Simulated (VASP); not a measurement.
AlN: single point with PBE

AlN:

```
Al N
1.0
     0.00000    2.20159    2.20159
     2.20159    0.00000    2.20159
     2.20159    2.20159    0.00000
Al N
1 1
Cartesian
  0.0000 0.0000 0.0000
  3.3024 3.3024 3.3024
```

```
Program                : VASP 6.6.1
Task                   : single point
Functional             : PBE
Potentials or basis    : VASP PAW PBE potentials, release 64 (Al, N)
Cutoff                 : 520 eV
k mesh                 : 10 × 10 × 10
Occupations            : gaussian, width 0.01 eV
Spin                   : no spin polarisation
Dipole correction      : no
Further INCAR settings : ALGO = Normal; EDIFF = 1e-06; NBANDS = 11
```

```json
{"Pressure": "-0.3 GPa", "Band gap on the k mesh": "3.30 eV, indirect (least direct gap 3.98 eV)"}
```

Levels at points of the mesh, in eV from the valence-band top:
```csv
k point,band 1,band 2,band 3,band 4,band 5,band 6,band 7,band 8,band 9
"(0.00, 0.00, 0.00)",-14.84,0.00,0.00,0.00,3.98,12.32,12.32,12.32,17.50
"(0.50, 0.00, 0.00)",-12.87,-5.75,-0.48,-0.48,7.16,9.70,11.00,11.00,17.67
"(0.50, 0.50, 0.00)",-12.25,-4.83,-1.75,-1.75,3.30,8.47,13.64,15.44,15.44
```

Wall time 6.1 s on 1 thread of Intel(R) Xeon(R) Platinum 8375C CPU @ 2.90GHz (Ice Lake) (shared host), peak memory 0.13 GiB.

A k mesh can miss the band edges. Expect the measured gap to be larger: semilocal functionals such as PBE lack the derivative discontinuity.
